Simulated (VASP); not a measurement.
Write the native input for VASP 6.6.1 that does the following.

```
Task                   : relaxation of cell and atoms
Functional             : PBEsol
Potentials or basis    : VASP PAW PBE potentials, release 64 (Mg, S)
Cutoff                 : 600 eV
k mesh                 : 5 × 5 × 5
Occupations            : gaussian, width 0.01 eV
Spin                   : no spin polarisation
Target pressure        : 6 GPa
Dipole correction      : no
Further INCAR settings : ALGO = Normal; EDIFF = 1e-06; IBRION = 2; EDIFFG = -0.01; NSW = 80; ISIF = 3
```

The structure of MgS (Niningerite) lies in POSCAR:

```
MgS
1.0
    0.0000000000      2.6016500000      2.6016500000
    2.6016500000      0.0000000000      2.6016500000
    2.6016500000      2.6016500000      0.0000000000
Mg S
1 1
Direct
    0.0000000000      0.0000000000      0.0000000000
    0.5000000000      0.5000000000      0.5000000000
```

These files were run (other wordings do the same):

INCAR

```
PREC = Accurate ; ENCUT = 600
EDIFF = 1E-6 ; ISMEAR = 0
SIGMA = 0.01 ; LREAL = False
LASPH = True ; NELM = 100
ALGO = Normal ; ISIF = 3
LWAVE = False ; LCHARG = False
GGA = PS ; IBRION = 2
NSW = 80 ; EDIFFG = -0.01
PSTRESS = 60.0
```

KPOINTS

```
Automatic mesh
0
Gamma
  5 5 5
```

Potentials or basis: VASP PAW PBE potentials, release 64 (Mg, S).

Launch:

```bash
$ cat potpaw_PBE.64/Mg/POTCAR potpaw_PBE.64/S/POTCAR > POTCAR
$ mpirun -np 1 vasp_std > vasp.out
```

It gave:

```
Relaxed volume                                         : 16.27 Å³/atom
Relaxed cell                                           : a = 3.583 Å, b = 3.583 Å, c = 3.583 Å, α = 60.00°, β = 60.00°, γ = 60.00°
Space group after relaxing (to 0.05 Å)                 : Fm-3m (No. 225)
Energy change on relaxing (the enthalpy is what falls) : +19.0 meV/atom
Ionic steps                                            : 3
Pressure after relaxing                                : 6.0 GPa
Band gap on the k mesh                                 : 3.28 eV, indirect (least direct gap 4.24 eV)
```

Caveat: the cell is relaxed towards a set pressure, so the enthalpy falls and the energy may rise; the PAW data sets were made with another functional, which shifts forces and pressure a little.

Run time: 12 s on 1 thread of Intel Xeon 6975P-C, on a shared host, peak memory 0.17 GiB.
